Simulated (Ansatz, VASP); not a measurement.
**SiO2: VASP beside Ansatz**

```
Si O
1.0
     5.30909    0.00000    0.00000
    -2.65455    4.59781    0.00000
     0.00000    0.00000    5.58469
Si O
3 6
Direct
  0.50000 0.00000 0.00000
  0.50000 0.50000 0.33333
  0.00000 0.50000 0.66667
  0.41593 0.20796 0.16667
  0.20796 0.41593 0.50000
  0.79204 0.20796 0.83333
  0.58407 0.79204 0.16667
  0.79204 0.58407 0.50000
  0.20796 0.79204 0.83333
```

Change from the starting cell: strain +0.040 along x and y, +0.000 along z, atoms carried along.

Alike in both runs: task single point; functional PBE; k mesh 6 × 6 × 4; occupations gaussian, width 0.05 eV; no spin polarisation.

|  | VASP | Ansatz |
| --- | --- | --- |
| version | VASP 6.6.1 | Ansatz 0.2.0 |
| potentials or method | VASP PAW PBE potentials, release 64 (Si, O), cutoff 520 eV | scalar-relativistic, plane waves, PAW |
| valence electrons in the cell | 48 | 48 |

|  | VASP | Ansatz | Ansatz less VASP |
| --- | --- | --- | --- |
| gap on the k mesh at the Fermi level (eV) | 4.92 | 4.93 | +0.007 |
| least direct gap on the mesh (eV) | 5.17 | 5.17 | +0.004 |
| pressure (GPa) | -11.6 | -11.6 | 0.00 |
| traceless stress, the component that is largest in VASP (GPa) | 2.02 | 1.99 | -0.024 |
| rms of the force components (eV/Å) | 0.261 | 0.255 | -0.0061 |

Atom by atom the forces differ by 0.006 eV/Å (rms over components). The functional is the same, so the differences come from potentials, cutoffs and numerics.
